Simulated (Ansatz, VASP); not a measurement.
**Na4AlPS4 in VASP and in Ansatz**

```
Na Al P S
1.0
     0.00000    4.38863    4.38863
     4.38863    0.00000    4.38863
     4.38863    4.38863    0.00000
Na Al P S
4 1 1 4
Direct
  0.37500 0.37500 0.87500
  0.87500 0.37500 0.37500
  0.37500 0.37500 0.37500
  0.37500 0.87500 0.37500
  0.00000 0.00000 0.00000
  0.75000 0.75000 0.75000
  0.87210 0.87210 0.38370
  0.38370 0.87210 0.87210
  0.87210 0.87210 0.87210
  0.87210 0.38370 0.87210
```

Alike in both runs: task relaxation of cell and atoms; functional PBE; k mesh 4 × 4 × 4; occupations gaussian, width 0.1 eV; no spin polarisation.

|  | VASP | Ansatz |
| --- | --- | --- |
| version | VASP 6.6.1 | Ansatz 0.2.0 |
| potentials or method | VASP PAW PBE potentials, release 64 (Na_pv, Al, P, S), cutoff 600 eV | scalar-relativistic, plane waves, PAW |
| valence electrons in the cell | 60 | 68 |

|  | VASP | Ansatz | Ansatz less VASP |
| --- | --- | --- | --- |
| gap on the k mesh at the Fermi level, each at its own relaxed structure (eV) | none | none | - |
| relaxed volume (Å³/atom) | 28.19 | 28.09 | -0.098 |
| relaxed cell length with the largest relative difference (Å) | 7.360 | 7.351 | -0.0086 |

A gap of «none» marks a metal or a gap that the smearing closes. VASP's potentials hold 60 valence electrons a cell and Ansatz's 68, so a difference there can come from the potentials and not from the codes.

Noted on VASP's run: the volume moved by over 15 % at a fixed basis, so the end points are rough.
